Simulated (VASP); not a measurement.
Wanted: the native input for a VASP 6.6.1 run.

```
Task                   : single point
Functional             : PBEsol
Potentials or basis    : VASP PAW PBE potentials, release 64 (Si, W_sv)
Cutoff                 : 520 eV
k mesh                 : 13 × 13 × 13
Occupations            : fermi-dirac, width 0.05 eV
Spin                   : no spin polarisation
Dipole correction      : no
Further INCAR settings : ALGO = Normal; EDIFF = 1e-07; NBANDS = 18
```

The structure of Si2W lies in POSCAR:

```
Si2W
1.0
   -1.6069000000      1.6069000000      3.9149500000
    1.6069000000     -1.6069000000      3.9149500000
    1.6069000000      1.6069000000     -3.9149500000
Si W
2 1
Direct
    0.3545360000      0.3545360000      0.0000000000
    0.6454640000      0.6454640000      0.0000000000
    0.0000000000      0.0000000000      0.0000000000
```

This cell differs from its parent crystal: shortest bond scaled by 0.88.

These files were run (other wordings do the same):

INCAR

```
SYSTEM = Si2W
PREC = Accurate
ENCUT = 520
EDIFF = 1E-7
ISMEAR = -1
SIGMA = 0.05
LREAL = .FALSE.
LASPH = .TRUE.
NELM = 80
ALGO = Normal
ISIF = 2
LWAVE = .FALSE.
LCHARG = .FALSE.
GGA = PS
NBANDS = 18
```

KPOINTS

```
Automatic mesh
0
G
  13 13 13
  0 0 0
```

Potentials or basis: VASP PAW PBE potentials, release 64 (Si, W_sv).

The run is started by

```console
$ cat potpaw_PBE.64/Si/POTCAR potpaw_PBE.64/W_sv/POTCAR > POTCAR
$ mpirun -np 1 vasp_std > vasp.out
```

It gave:

```json
{
 "Pressure": "6.9 GPa",
 "Largest force": "4.037 eV/Å",
 "Band gap on the k mesh": "zero (band 11 reaches 11.94 eV, above the bottom of band 12 at 11.42 eV)"
}
```

Caveat: the cell differs from its parent crystal (shortest bond scaled by 0.88); the PAW data sets were made with another functional, which shifts forces and pressure a little; spin-orbit coupling is left out, which moves the levels of the heavy elements.

It took 94 s on 1 thread of Intel(R) Xeon(R) 6975P-C (Granite Rapids), with other jobs on the host, peak memory 0.29 GiB.
